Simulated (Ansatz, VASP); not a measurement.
**One calculation of MnS, two programs**

The input INCAR:

```
PREC = Accurate
ENCUT = 520
EDIFF = 1E-7
ISMEAR = 0
SIGMA = 0.05
LREAL = F
LASPH = T
NELM = 150
ALGO = Normal
ISIF = 2
LWAVE = F
LCHARG = F
ISPIN = 2
MAGMOM = 5 0
LORBIT = 11
LMAXMIX = 4
GGA = PE
NBANDS = 20
```

KPOINTS

```
regular mesh
0
Gamma
  12 12 12
```

File POSCAR:

```
MnS
1.0
    0.0000000000      2.6122498864      2.6122498864
    2.6122498864      0.0000000000      2.6122498864
    2.6122498864      2.6122498864      0.0000000000
Mn S
1 1
Direct
    0.0000000000      0.0000000000      0.0000000000
    0.5000000000      0.5000000000      0.5000000000
```

Input for Ansatz:

```yaml
crystal:
  lattice:
    - [0.0, 2.6122498864, 2.6122498864]
    - [2.6122498864, 0.0, 2.6122498864]
    - [2.6122498864, 2.6122498864, 0.0]
  atoms:
    - { symbol: Mn, position: [0.0, 0.0, 0.0], spin: 5.0 }
    - { symbol: S, position: [0.5, 0.5, 0.5] }
basis:
  ecutwfc: 420
  ecutrho_ratio: 4
kpoints:
  mp_grid: { grid: [12, 12, 12] }
hamiltonian:
  xc: pbe
scf:
  occupations: { method: gaussian, width: 0.05 }
output:
  forces: true
  stress: true
  eigenvalues: true
  populations: true
magnetization:
  spin_polarized: true
```

Alike in both runs: task single point; functional PBE; k mesh 12 × 12 × 12; occupations gaussian, width 0.05 eV; collinear spin.

```csv
,VASP,Ansatz
version,VASP 6.6.1,Ansatz 0.2.0
potentials or method,"VASP PAW PBE potentials, release 64 (Mn_pv, S), cutoff 520 eV","scalar-relativistic, plane waves, PAW"
valence electrons in the cell,19,21
```

```tsv
	VASP	Ansatz	Ansatz less VASP
gap on the k mesh at the Fermi level (eV)	none	none	-
pressure (GPa)	-2.9	-2.9	0.00
net moment per atom (μB)	2.39	2.39	-0.001
size of the moment on the site where the two differ most (μB)	0.12	0.16	+0.045
```

Site moments also hang on the region over which each program counts them. A gap of «none» marks a metal or a gap that the smearing closes. With one functional, cell and mesh, what is left measures potentials, basis and numerics. VASP's potentials hold 19 valence electrons a cell and Ansatz's 21, so a difference there can come from the potentials and not from the codes.
